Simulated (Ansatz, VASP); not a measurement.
**Two plane-wave programs on Ru**

Contents of INCAR:

```
ALGO = Fast ; EDIFF = 1E-6
ENCUT = 520 ; GGA = PS
ISIF = 2 ; ISMEAR = 0
LASPH = T ; LCHARG = F
LREAL = F ; LWAVE = F
NBANDS = 21 ; NELM = 80
PREC = Accurate ; SIGMA = 0.15
```

The input KPOINTS:

```
k-points
0
Gamma
  24 24 12
```

File POSCAR:

```
Ru
1.0
    2.7057993342      0.0000000000      0.0000000000
   -1.3528996671      2.3432909610      0.0000000000
    0.0000000000      0.0000000000      4.1534430000
Ru
2
Direct
    0.3333333333      0.6666666667      0.2500000000
    0.6666666667      0.3333333333      0.7500000000
```

Input for Ansatz:

```yaml
crystal:
  lattice:
    - [2.7057993342, 0.0, 0.0]
    - [-1.3528996671, 2.343290961, 0.0]
    - [0.0, 0.0, 4.153443]
  atoms:
    - { symbol: Ru, position: [0.3333333333, 0.6666666667, 0.25] }
    - { symbol: Ru, position: [0.6666666667, 0.3333333333, 0.75] }
basis:
  ecutwfc: 420
kpoints:
  mp_grid: { grid: [24, 24, 12] }
hamiltonian:
  xc: pbesol
scf:
  occupations: { method: gaussian, width: 0.15 }
output:
  forces: true
  stress: true
  eigenvalues: true
```

Change from the starting cell: strain +0.000 along x and y, -0.030 along z, atoms carried along.

Alike in both runs: task single point; functional PBEsol; k mesh 24 × 24 × 12; occupations gaussian, width 0.15 eV; no spin polarisation.

|  | VASP | Ansatz |
| --- | --- | --- |
| version | VASP 6.6.1 | Ansatz 0.2.0 |
| potentials or method | VASP PAW PBE potentials, release 64 (Ru_pv), cutoff 520 eV | scalar-relativistic, plane waves, PAW |
| valence electrons in the cell | 28 | 32 |

VASP gave:

| Quantity | Value |
| --- | --- |
| gap on the k mesh at the Fermi level (eV) | none |
| pressure (GPa) | 4.9 |
| traceless stress, the component that is largest in VASP (GPa) | 9.41 |

Q: Which values does Ansatz return?

A: gap on the k mesh at the Fermi level (eV): none; pressure (GPa): 4.9; traceless stress, the component that is largest in VASP (GPa): 9.39.

VASP's potentials were made for PBE, not for PBEsol. A gap of «none» marks a metal or a gap that the smearing closes. The functional is the same, so the differences come from potentials, cutoffs and numerics. VASP's potentials hold 28 valence electrons a cell and Ansatz's 32, so a difference there can come from the potentials and not from the codes.
